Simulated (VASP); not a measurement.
MnO:

```
Mn O
1.0
     0.00000    2.22391    2.22391
     2.22391    0.00000    2.22391
     2.22391    2.22391    0.00000
Mn O
1 1
Direct
  0.00000 0.00000 0.00000
  0.50000 0.50000 0.50000
```

Base run:

| Item | Value |
| --- | --- |
| Program | VASP 6.6.1 |
| Functional | PBEsol |
| Potentials or basis | VASP PAW PBE potentials, release 64 (Mn_sv, O) |
| Cutoff | 700 eV |
| k mesh | 10 × 10 × 10 |
| Occupations | fermi-dirac, width 0.05 eV |
| Spin | collinear spin, ferromagnetic start |
| Starting moments | [4.0, 0.0] μB |
| Hubbard terms | Mn d U = 1.0 eV |

Its results: pressure -3.7 GPa; net moment 4.92 μB per cell; site moments Mn +4.29; O +0.20 μB.

After a change of settings the same cell gave: pressure -0.8 GPa; net moment 5.00 μB per cell; site moments Mn +4.44; O +0.18 μB. Which change was it?
A. functional from PBEsol to r2SCAN; cutoff from 700 eV to 770 eV; hubbard terms from Mn d U = 1.0 eV to Mn d U = 8.0 eV
B. hubbard terms from Mn d U = 1.0 eV to Mn d U = 5.3 eV
C. hubbard terms from Mn d U = 1.0 eV to Mn d U = 3.0 eV

C.

Caveats: the PAW data sets were made with another functional, which shifts forces and pressure a little; a cell with one magnetic atom can't hold antiferromagnetic order, which such compounds often take; the cell stands under tension (at least some runs).
